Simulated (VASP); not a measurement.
# BaS (P6_3/mmc) in VASP: settings compared

The runs below take BaS through dielectric tensor, vibrations by perturbation theory, with PBE, PBEsol.

Everything below comes from runs of VASP 6.6.1. Logs are shortened: lines on timing, memory, paths and dates and some standing lists are left out, and cuts for length are marked.

### Step 1. The cell of the first run

The structure is hexagonal, space group P6_3/mmc (No. 194). The conventional cell has a = 4.442 Å, b = 4.442 Å, c = 7.789 Å, α = 90.00°, β = 90.00°, γ = 120.00°. Within 4.2 Å of Ba (site symmetry -3m) lie 6 S at 3.22 Å and 2 Ba at 3.89 Å. S (site symmetry -6m2) has 6 Ba at 3.22 Å within 4.2 Å.

### Step 2. Dielectric tensor, PBE

File INCAR:

```
SYSTEM = BaS
  ALGO = Normal
  EDIFF = 1E-8
  ENCUT = 520
  GGA = PE
  ISIF = 2
  ISMEAR = 0
  LASPH = .True.
  LCHARG = .False.
  LEPSILON = .True.
  LREAL = .False.
  LWAVE = .False.
  NELM = 100
  PREC = Accurate
  SIGMA = 0.01
```

File KPOINTS:

```
k-points
0
Gamma
  6 6 4
  0 0 0
```

File POSCAR:

```
BaS
1.0
    4.4421900123      0.0000000000      0.0000000000
   -2.2210950062      3.8470493991      0.0000000000
    0.0000000000      0.0000000000      7.7894608451
Ba S
2 2
Direct
    0.0000000000      0.0000000000      0.0000000000
    0.0000000000      0.0000000000      0.5000000000
    0.3333333333      0.6666666667      0.2500000000
    0.6666666667      0.3333333333      0.7500000000
```

Potentials or basis: VASP PAW PBE potentials, release 64 (Ba_sv, S).

Run with:

```console
$ cat potpaw_PBE.64/Ba_sv/POTCAR potpaw_PBE.64/S/POTCAR > POTCAR
$ mpirun -np 1 vasp_std > vasp.out
```

OUTCAR:

```text
SYSTEM = BaS
   EDIFF = 1E-8
   ENCUT = 520
   GGA = PE
   ISIF = 2
   ISMEAR = 0
   LASPH = .True.
   LEPSILON = .True.
   LREAL = .False.
   NELM = 100
   PREC = Accurate

 ion  position               nearest neighbor table
   1  0.000  0.000  0.000-   3 3.22   4 3.22   4 3.22   3 3.22   4 3.22   3 3.22   2 3.89   2 3.89

   2  0.000  0.000  0.500-   3 3.22   4 3.22   4 3.22   3 3.22   4 3.22   3 3.22   1 3.89   1 3.89

   3  0.333  0.667  0.250-   1 3.22   2 3.22   1 3.22   2 3.22   1 3.22   2 3.22
   4  0.667  0.333  0.750-   1 3.22   2 3.22   1 3.22   2 3.22   1 3.22   2 3.22

  LATTYP: Found a hexagonal cell.
 ALAT       =     4.4421900123
 C/A-ratio  =     1.7535181574

  Lattice vectors:

 A1 = (   4.4421900123,   0.0000000000,   0.0000000000)
 A2 = (  -2.2210950062,   3.8470493991,   0.0000000000)
 A3 = (   0.0000000000,   0.0000000000,   7.7894608451)

Analysis of symmetry for initial positions (statically):
=====================================================================
 Subroutine PRICEL returns:
 Original cell was already a primitive cell.

 Routine SETGRP: Setting up the symmetry group for a
 hexagonal supercell.

 Subroutine GETGRP returns: Found 24 space group operations
 (whereof 12 operations were pure point group operations)
 out of a pool of 24 trial point group operations.

The static configuration has the point symmetry D_3d.
 The point group associated with its full space group is D_6h.

Analysis of symmetry for dynamics (positions and initial velocities):
=====================================================================
 Subroutine PRICEL returns:
 Original cell was already a primitive cell.

 Routine SETGRP: Setting up the symmetry group for a
 hexagonal supercell.

 Subroutine GETGRP returns: Found 24 space group operations
 (whereof 12 operations were pure point group operations)
 out of a pool of 24 trial point group operations.

The dynamic configuration has the point symmetry D_3d.
 The point group associated with its full space group is D_6h.

 Subroutine INISYM returns: Found 24 space group operations
 (whereof 12 operations are pure point group operations),
 and found     1 'primitive' translations

----------------------------------------------------------------------------------------

                                     Primitive cell

  volume of cell :     133.1166

  direct lattice vectors                    reciprocal lattice vectors
     4.442190012  0.000000000  0.000000000     0.225114189  0.129969737  0.000000000
    -2.221095006  3.847049399  0.000000000     0.000000000  0.259939475  0.000000000
     0.000000000  0.000000000  7.789460845     0.000000000  0.000000000  0.128378590

  length of vectors
     4.442190012  4.442190012  7.789460845     0.259939475  0.259939475  0.128378590

  position of ions in fractional coordinates (direct lattice)
     0.000000000  0.000000000  0.000000000
     0.000000000  0.000000000  0.500000000
     0.333333333  0.666666667  0.250000000
     0.666666667  0.333333333  0.750000000

  ion indices of the primitive-cell ions
   primitive index   ion index
                 1           1
                 2           2
                 3           3
                 4           4

----------------------------------------------------------------------------------------

 KPOINTS: k-points

Automatic generation of k-mesh.
 Grid dimensions read from file:
 generate k-points for:    6    6    4

 Generating k-lattice:

[... 81 lines left out ...]
   LORBIT       =      0    0 simple, 1 ext, 2 COOP (PROOUT), +10 PAW based schemes
   GGA     = PE    functional components
   LHFCALC =     F    Hartree Fock is set to
   AEXX    =    0.0000 exact exchange contribution
   IVDW    =     0    specifies the selected vdW correction
   LEPSILON=     T    determine dielectric tensor
   LRPA    =     F    only Hartree local field effects (RPA)
 non-spin polarized calculation
 Gauss-broadening in eV      SIGMA  =   0.01
  energy-cutoff  :      520.00
  volume of cell :      133.12
 maximum number of plane-waves:      3608
 NGX is ok and might be reduce to    36
   NGX = 17   NGY = 17   NGZ = 29

--------------------------------------- Ionic step        1  -------------------------------------------

 number of electron      32.0000001 magnetization

 E-fermi :   1.5518     XC(G=0):  -8.5225

 val. band max:        1.4444284647   @ k =   0.0000   0.0000   0.0000
 cond. band min:       3.7607200287   @ k =   0.5000  -0.0000   0.0000
 fundamental gap:      2.3162915640
 Fermi energy:         1.5517548384

 k-point     1 :       0.0000    0.0000    0.0000
  band No.  band energies     occupation
      1     -24.9769      2.00000
      2     -24.8996      2.00000
      3     -11.2180      2.00000
      4     -10.0361      2.00000
      5     -10.0361      2.00000
      6      -9.9235      2.00000
[... 472 lines left out ...]
     19       6.5399      0.00000
     20       6.5399      0.00000

  FORCE on cell =-STRESS in cart. coord.  units (eV):
  Direction    XX          YY          ZZ          XY          YZ          ZX
  --------------------------------------------------------------------------------------
  -------------------------------------------------------------------------------------
  Total        0.5621558      0.5621558      0.7731195     -0.0000000      0.0000000      0.0000000
  in kB        6.7660467      6.7660467      9.3051826     -0.0000000      0.0000000      0.0000000
  external PRESSURE =       7.6124253 kB  Pullay stress =       0.0000000 kB

 VOLUME and BASIS-vectors are now :
 -----------------------------------------------------------------------------
  energy-cutoff  :      520.00
  volume of cell :      133.12
      direct lattice vectors                 reciprocal lattice vectors
     4.442190012  0.000000000  0.000000000     0.225114189  0.129969737  0.000000000
    -2.221095006  3.847049399  0.000000000     0.000000000  0.259939475  0.000000000
     0.000000000  0.000000000  7.789460845     0.000000000  0.000000000  0.128378590

 POSITION                                       TOTAL-FORCE (eV/Angst)
 -----------------------------------------------------------------------------------
      0.00000      0.00000      0.00000        -0.000000      0.000000      0.000000
      0.00000      0.00000      3.89473        -0.000000      0.000000      0.000000
     -0.00000      2.56470      1.94737         0.000000      0.000000     -0.000000
      2.22110      1.28235      5.84210        -0.000000     -0.000000     -0.000000
 -----------------------------------------------------------------------------------
    total drift:                               -0.000000      0.000000     -0.000000

  FREE ENERGIE OF THE ION-ELECTRON SYSTEM (eV)
  ---------------------------------------------------
  free  energy   TOTEN  =       -19.9689684691 eV

  energy  without entropy=      -19.9689684691  energy(sigma->0) =      -19.96896847

 HEAD OF MICROSCOPIC STATIC DIELECTRIC TENSOR (INDEPENDENT PARTICLE, excluding Hartree and local field effects)
 ------------------------------------------------------
           5.261174    -0.000000     0.000000
          -0.000000     5.261174     0.000000
           0.000000    -0.000000     5.430335
 ------------------------------------------------------

 Free energy of the ion-electron system (eV)
  ---------------------------------------------------
  ---------------------------------------------------
  free energy    TOTEN  =        -1.58149228 eV

  energy without entropy =       -1.58149228

------------------------ aborting loop because EDIFF is reached ----------------------------------------

--------------------------------------- Ionic step        2  -------------------------------------------

------------------------ aborting loop because EDIFF is reached ----------------------------------------

--------------------------------------- Ionic step        3  -------------------------------------------

 Free energy of the ion-electron system (eV)
  ---------------------------------------------------
  ---------------------------------------------------
  free energy    TOTEN  =        -1.65884302 eV

  energy without entropy =       -1.65884302

------------------------ aborting loop because EDIFF is reached ----------------------------------------

 PIEZOELECTRIC TENSOR FIELD DIRECTION 3  (e Angst)
 -----------------------------------------------------------------------------
    -0.00025  0.00000 -0.00000           (  0.00000 -0.00000 -0.00000)
     0.00000 -0.00025 -0.00000           ( -0.00000  0.00000 -0.00000)
     0.00000 -0.00000  0.00042           (  0.00000 -0.00000  0.00001)

 PIEZOELECTRIC TENSOR FIELD DIRECTION 3  (C/m^2)
 -----------------------------------------------------------------------------
    -0.00003  0.00000 -0.00000
     0.00000 -0.00003 -0.00000
     0.00000 -0.00000  0.00005

 MACROSCOPIC STATIC DIELECTRIC TENSOR (including local field effects in DFT)
 ------------------------------------------------------
           4.833678    -0.000000     0.000000
          -0.000000     4.833678     0.000000
           0.000000    -0.000000     4.990373
 ------------------------------------------------------

 PIEZOELECTRIC TENSOR (including local field effects)  for field in x, y, z        (e  Angst)
          XX          YY          ZZ          XY          YZ          ZX
  --------------------------------------------------------------------------------
  x     0.00000     0.00000     0.00000     0.00000     0.00000     0.00000
  y     0.00000     0.00000     0.00000     0.00000     0.00000     0.00000
  z     0.00000     0.00000     0.00000     0.00000     0.00000     0.00000

 PIEZOELECTRIC TENSOR (including local field effects)  for field in x, y, z        (C/m^2)
          XX          YY          ZZ          XY          YZ          ZX
  --------------------------------------------------------------------------------
  x     0.00000     0.00000     0.00000     0.00000     0.00000     0.00000
  y     0.00000     0.00000     0.00000     0.00000     0.00000     0.00000
  z     0.00000     0.00000     0.00000     0.00000     0.00000     0.00000

 BORN EFFECTIVE CHARGES (including local field effects) (in |e|, cummulative output)
 ---------------------------------------------------------------------------------
 ion    1
    1     2.60417    -0.00000     0.00000
    2    -0.00000     2.60417     0.00000
    3     0.00000    -0.00000     2.77633
 ion    2
    1     2.60417    -0.00000    -0.00000
    2    -0.00000     2.60417     0.00000
    3    -0.00000     0.00000     2.77633
 ion    3
    1    -2.60417     0.00000     0.00000
    2     0.00000    -2.60417    -0.00000
    3    -0.00000     0.00000    -2.77633
 ion    4
    1    -2.60417     0.00000     0.00000
    2     0.00000    -2.60417    -0.00000
    3     0.00000     0.00000    -2.77633
```

Run time: 22 min. Hardware: 1 thread of Oxide Virtual Turin-like, shared host; peak memory 0.44 GiB.

What came out:

```yaml
Band_gap_on_the_k_mesh: 2.32 eV
Electronic_dielectric_tensor_diagonal: 4.83, 4.83, 4.99
Born_charges_mean_of_the_diagonal: Ba +2.66; S -2.66 e
```

Electronic dielectric tensor:
```
4.83 0.00 0.00
0.00 4.83 0.00
0.00 0.00 4.99
```

Born effective charge tensors (e):
atom 1, Ba
```
2.60 0.00 0.00
0.00 2.60 0.00
0.00 0.00 2.78
```
atom 2, Ba
```
2.60 0.00 0.00
0.00 2.60 0.00
0.00 0.00 2.78
```
atom 3, S
```
-2.60  0.00  0.00
 0.00 -2.60  0.00
 0.00  0.00 -2.78
```
atom 4, S
```
-2.60  0.00  0.00
 0.00 -2.60  0.00
 0.00  0.00 -2.78
```

Caveat: spin-orbit coupling is left out, which moves the levels of the heavy elements. A k mesh can miss the band edges.

### Step 3. Vibrations by perturbation theory, PBEsol

This run uses another cell than the first one, of 31.86 Å³/atom.

File INCAR:

```
ALGO = Normal
EDIFF = 1E-8
ENCUT = 520
GGA = PS
IBRION = 8
ISIF = 2
ISMEAR = 0
LASPH = T
LCHARG = F
LEPSILON = T
LREAL = F
LWAVE = F
NBANDS = 24
NELM = 100
NSW = 1
PREC = Accurate
SIGMA = 0.01
```

File KPOINTS:

```
k-points
0
Gamma
  6 6 4
```

File POSCAR:

```
BaS
1.0
    4.3755657490      0.0000000000      0.0000000000
   -2.1877828745      3.7893510945      0.0000000000
    0.0000000000      0.0000000000      7.6850140749
Ba S
2 2
Direct
    0.0000000000      0.0000000000      0.0000000000
    0.0000000000      0.0000000000      0.5000000000
    0.3333333333      0.6666666667      0.2500000000
    0.6666666667      0.3333333333      0.7500000000
```

Potentials or basis: VASP PAW PBE potentials, release 64 (Ba_sv, S).

Run with:

```console
$ cat potpaw_PBE.64/Ba_sv/POTCAR potpaw_PBE.64/S/POTCAR > POTCAR
$ mpirun -np 1 vasp_std > vasp.out
```

OUTCAR:

```text
EDIFF = 1E-8
   ENCUT = 520
   GGA = PS
   IBRION = 8
   ISIF = 2
   ISMEAR = 0
   LASPH = T
   LEPSILON = T
   LREAL = F
   NELM = 100
   NSW = 1
   PREC = Accurate

 ion  position               nearest neighbor table
   1  0.000  0.000  0.000-   3 3.17   4 3.17   3 3.17   4 3.17   4 3.17   3 3.17   2 3.84   2 3.84

   2  0.000  0.000  0.500-   3 3.17   4 3.17   3 3.17   4 3.17   4 3.17   3 3.17   1 3.84   1 3.84

   3  0.333  0.667  0.250-   1 3.17   2 3.17   1 3.17   2 3.17   1 3.17   2 3.17
[... 995 lines left out ...]
      0.000000  0.000000  0.000000    -0.000000    0.000000    0.636577
      0.000000  0.000000  3.842507    -0.000000    0.000000    0.636577
     -0.000000  2.526234  1.921254    -0.000000    0.000000    0.307847
      2.187783  1.263117  5.763761    -0.000000    0.000000    0.307847

--------------------------------------------------------------------------------------------------------

 MACROSCOPIC STATIC DIELECTRIC TENSOR IONIC CONTRIBUTION
 ------------------------------------------------------
           9.986973     0.000000    -0.000000
           0.000000     9.986973    -0.000000
          -0.000000    -0.000000     9.615724
 ------------------------------------------------------

 ELASTIC MODULI CONTR FROM IONIC RELAXATION (kBar)
 Direction    XX          YY          ZZ          XY          YZ          ZX
 --------------------------------------------------------------------------------
 XX         -80.6359     80.6359     -0.0000     -0.0000      0.0000      0.0000
 YY          80.6359    -80.6359      0.0000      0.0000     -0.0000      0.0000
 ZZ          -0.0000      0.0000     -0.0000     -0.0000      0.0000      0.0000
 XY          -0.0000      0.0000     -0.0000    -80.6359      0.0000      0.0000
 YZ           0.0000     -0.0000      0.0000      0.0000     -0.0000      0.0000
 ZX           0.0000      0.0000      0.0000      0.0000      0.0000      0.0000
 --------------------------------------------------------------------------------

 PIEZOELECTRIC TENSOR IONIC CONTR  for field in x, y, z        (C/m^2)
          XX          YY          ZZ          XY          YZ          ZX
  --------------------------------------------------------------------------------
  x     0.00000    -0.00000     0.00000    -0.00000    -0.00000     0.00000
  y    -0.00000     0.00000     0.00000    -0.00000    -0.00000     0.00000
  z    -0.00000     0.00000     0.00000    -0.00000    -0.00000     0.00000
```

OSZICAR:

```text
N       E                     dE             d eps       ncg     rms          rms(c)
DAV:   1     0.198083315719E+03    0.19808E+03   -0.13958E+04  1008   0.117E+03
DAV:   2    -0.861554992689E+01   -0.20670E+03   -0.19434E+03  1424   0.217E+02
DAV:   3    -0.215692031415E+02   -0.12954E+02   -0.12851E+02  1432   0.560E+01
DAV:   4    -0.219193834641E+02   -0.35018E+00   -0.34979E+00  1552   0.886E+00
[... 236 lines left out ...]
RMM:  14    -0.123774322511E+00   -0.49124E-09    0.66280E-07  2588   0.116E-04    0.465E-06
RMM:  15    -0.123774358492E+00   -0.35981E-07    0.38499E-07  2588   0.110E-04    0.492E-07
RMM:  16    -0.123774381571E+00   -0.23079E-07    0.23252E-07  2210   0.108E-04    0.344E-07
RMM:  17    -0.123774390563E+00   -0.89918E-08    0.15552E-07  1789   0.108E-04    0.139E-07
RMM:  18    -0.123774396533E+00   -0.59697E-08    0.90992E-08  1606   0.108E-04    0.668E-08
 Linear response finished
```

stdout:

```text
POSCAR found type information on POSCAR BaS
 POSCAR found :  2 types and       4 ions
 scaLAPACK will be used
 -----------------------------------------------------------------------------
|                                                                             |
|                                                                             |
[... 47 lines left out ...]
 first order change of Fermi-energy   0.54744E-04
 force on displaced ion       3 direction 1 :  -2.613   0.001   0.000
 Born effective charge ion    3 direction 1 :  -2.638  -0.000   0.000
 Linear response progress:
 first order change of Fermi-energy  -0.84629E-04
 force on displaced ion       3 direction 3 :  -0.000   0.000  -4.415
 Born effective charge ion    3 direction 3 :   0.000   0.000  -2.792
 Born effective charges drift removed
 Linear response finished
```

Wall time 38 min (1 thread of Oxide Virtual Turin-like, shared host); peak memory 0.59 GiB.

What came out:

```
Electronic dielectric tensor (diagonal)                 : 5.11, 5.11, 5.24
Born charges (mean of the diagonal)                     : Ba +2.69; S -2.69 e
Highest phonon frequency at Γ, LO-TO splitting left out : 235 cm⁻¹
```

Phonon frequencies in cm⁻¹ (negative: imaginary):
```tsv
q point	frequencies
(0.000, 0.000, 0.000)	0 0 0 52 52 140 144 144 155 166 166 235
```

Electronic dielectric tensor:
```
5.11 0.00 0.00
0.00 5.11 0.00
0.00 0.00 5.24
```

Born effective charge tensors (e):
atom 1, Ba
```
2.63 0.00 0.00
0.00 2.63 0.00
0.00 0.00 2.79
```
atom 2, Ba
```
2.63 0.00 0.00
0.00 2.63 0.00
0.00 0.00 2.79
```
atom 3, S
```
-2.63  0.00  0.00
 0.00 -2.63  0.00
 0.00  0.00 -2.79
```
atom 4, S
```
-2.63  0.00  0.00
 0.00 -2.63  0.00
 0.00  0.00 -2.79
```

Caveat: the PAW data sets were made with another functional, which shifts forces and pressure a little; spin-orbit coupling is left out, which moves the levels of the heavy elements.
